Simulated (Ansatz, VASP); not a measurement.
# One calculation of TiAl, two programs

INCAR

```
SYSTEM = TiAl
ALGO = Fast
EDIFF = 1E-6
ENCUT = 520
GGA = CA
ISIF = 2
ISMEAR = 0
LASPH = .True.
LCHARG = .False.
LREAL = .False.
LWAVE = .False.
NBANDS = 23
NELM = 80
PREC = Accurate
SIGMA = 0.15
```

Contents of KPOINTS:

```
k-points
0
Gamma
  16 16 16
  0 0 0
```

File POSCAR:

```
TiAl
1.0
   -2.8120068102      0.0000000000      0.0000000000
    0.0000000000      4.8705386665      0.0000000000
    1.4060034051     -2.4352693333     -4.5900455634
Ti Al
2 2
Direct
    0.4699553996      0.5040325328      0.0080650657
   -0.0381096661     -0.0040325328     -0.0080650657
    0.8104550456      0.0601326141      0.5000000000
    0.3104550456      0.6065340525      0.5000000000
```

Input for Ansatz:

```yaml
crystal:
  lattice:
    - [-2.8120068102, 0.0, 0.0]
    - [0.0, 4.8705386665, 0.0]
    - [1.4060034051, -2.4352693333, -4.5900455634]
  atoms:
    - { symbol: Ti, position: [0.4699553996, 0.5040325328, 0.0080650657] }
    - { symbol: Ti, position: [-0.0381096661, -0.0040325328, -0.0080650657] }
    - { symbol: Al, position: [0.8104550456, 0.0601326141, 0.5] }
    - { symbol: Al, position: [0.3104550456, 0.6065340525, 0.5] }
basis:
  ecutwfc: 520.0
kpoints:
  mp_grid: { grid: [16, 16, 16] }
hamiltonian:
  xc: lda
  pseudopotentials: { kind: paw, azcp: { folder: soft_1 } }
scf:
  occupations: { method: gaussian, width: 0.15 }
output:
  forces: true
  stress: true
  eigenvalues: true
```

Change from the starting cell: mode 6 frozen in at -0.170 Å and mode 11 at -0.113 Å (largest displacements).

Alike in both runs: task single point; functional LDA; k mesh 16 × 16 × 16; occupations gaussian, width 0.15 eV; no spin polarisation.

|  | VASP | Ansatz |
| --- | --- | --- |
| version | VASP 6.6.1 | Ansatz 0.2.0 |
| potentials or method | VASP PAW LDA potentials, release 64 (Ti_sv, Al), cutoff 520 eV | scalar-relativistic, plane waves, PAW |
| valence electrons in the cell | 30 | 30 |

|  | VASP | Ansatz | Ansatz less VASP |
| --- | --- | --- | --- |
| gap on the k mesh at the Fermi level (eV) | none | none | - |
| pressure (GPa) | 1.9 | 1.8 | -0.10 |
| traceless stress, the component that is largest in VASP (GPa) | -4.27 | -4.25 | +0.015 |
| rms of the force components (eV/Å) | 0.669 | 0.666 | -0.0032 |

Ansatz warns that its potentials were made for another functional, while VASP's fit it. LDA's correlation is that of Perdew and Zunger in VASP and of Perdew and Wang (1992) in Ansatz. Atom by atom the forces differ by 0.004 eV/Å (rms over components). A gap of «none» marks a metal or a gap that the smearing closes.
